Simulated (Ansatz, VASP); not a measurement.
## Two plane-wave programs on RuS2

Contents of POSCAR:

```
RuS2
1.0
    0.0000000000      3.2351350000      0.0000000000
    3.2351350000      0.0000000000      0.0000000000
    1.6175670000      1.6175670000     -5.6819260000
S Ru
2 1
Direct
    0.3400000000      0.3400000000      0.3200000000
    0.6600000000      0.6600000000      0.6800000000
    0.0000000000      0.0000000000      0.0000000000
```

File INCAR.step1:

```
ALGO     = Normal         # electronic algorithm
EDIFF    = 1E-4           # SCF threshold, eV
ENCUT    = 520            # plane-wave cutoff, eV
GGA      = PE             # functional
ISMEAR   = -1             # smearing method
LASPH    = T              # aspherical terms in the spheres
LCHARG   = F              # write CHGCAR
LREAL    = F              # projectors in reciprocal space
LWAVE    = T              # write WAVECAR
NBANDS   = 20             # bands
NELM     = 60             # most SCF steps
PREC     = Accurate       # precision mode
SIGMA    = 0.0149         # smearing width, eV
```

Contents of INCAR.step2:

```
ALGO     = Normal         # electronic algorithm
EDIFF    = 1E-6           # SCF threshold, eV
ENCUT    = 520            # plane-wave cutoff, eV
ISIF     = 2              # what is computed and relaxed
ISMEAR   = -1             # smearing method
ISTART   = 1            
LASPH    = T              # aspherical terms in the spheres
LCHARG   = F              # write CHGCAR
LMIXTAU  = T            
LREAL    = F              # projectors in reciprocal space
LWAVE    = F              # write WAVECAR
METAGGA  = R2SCAN         # meta-GGA
NBANDS   = 20             # bands
NELM     = 60             # most SCF steps
PREC     = Accurate       # precision mode
SIGMA    = 0.0149         # smearing width, eV
```

File KPOINTS:

```
k-points
0
Gamma
  11 11 11
```

Input for Ansatz:

```yaml
crystal:
  lattice:
    - [0.0, 3.235135, 0.0]
    - [3.235135, 0.0, 0.0]
    - [1.617567, 1.617567, -5.681926]
  atoms:
    - { symbol: S, position: [0.34, 0.34, 0.32] }
    - { symbol: S, position: [0.66, 0.66, 0.68] }
    - { symbol: Ru, position: [0.0, 0.0, 0.0] }
  symmetry: { tolerance: 0.0003 }
kpoints:
  mp_grid: { grid: [11, 11, 11], shift: [0, 0, 0] }
  band_path:
    path:
      - [0.0, 0.0, 0.0]
      - [0.5, 0.5, 0.5]
      - [0.5, 0.5, 0.25]
      - [0.0, 0.5, 0.0]
      - [0.0, 0.0, 0.0]
      - [0.0, 0.0, -0.5]
      - [0.0, 0.4594768, -0.2702616]
      - [0.0, 0.5405232, 0.2702616]
      - [0.0, 0.0, 0.0]
      - [0.5, 0.5, 0.5]
      - [0.4594768, 0.5405232, 0.5]
    npoints: 6
magnetization:
  spin_polarized: false
scf:
  occupations: { method: fermi_dirac, width: 0.0149 }
  lower_state_search: "off"
  max_iter: 200
hamiltonian:
  pseudopotentials: { kind: paw }
  xc: r2scan
basis:
  ecutwfc: 500
  fft_grid_basis: typed
output:
  forces: true
  stress: true
  eigenvalues: true
  bader: true
  populations: true
  elf: true
  write_potential: true
  volumetric_format: npy
  dos:
    e_range: [-12, 8]
    de: 0.05
    projected: { site_lists: { Ru: [Ru], S: [S] } }
checkpoint:
  read: saved_state
```

Alike in both runs: task single point; functional r2SCAN; k mesh 11 × 11 × 11; occupations fermi-dirac, width 0.0149 eV; no spin polarisation.

|  | VASP | Ansatz |
| --- | --- | --- |
| version | VASP 6.6.1 | Ansatz 0.2.0 |
| potentials or method | VASP PAW PBE potentials, release 64 (S, Ru_pv), cutoff 520 eV | PAW plane waves |
| valence electrons in the cell | 26 | 28 |

```tsv
	VASP	Ansatz	Ansatz less VASP
pressure (GPa)	-25.0	-25.0	+0.06
traceless stress, the component that is largest in VASP (GPa)	-3.05	-3.07	-0.017
rms of the force components (eV/Å)	1.473	1.473	+0.0005
```

VASP's potentials were made for PBE, not for r2SCAN. Atom by atom the forces differ by 0.001 eV/Å (rms over components). VASP's potentials hold 26 valence electrons a cell and Ansatz's 28, so a difference there can come from the potentials and not from the codes.
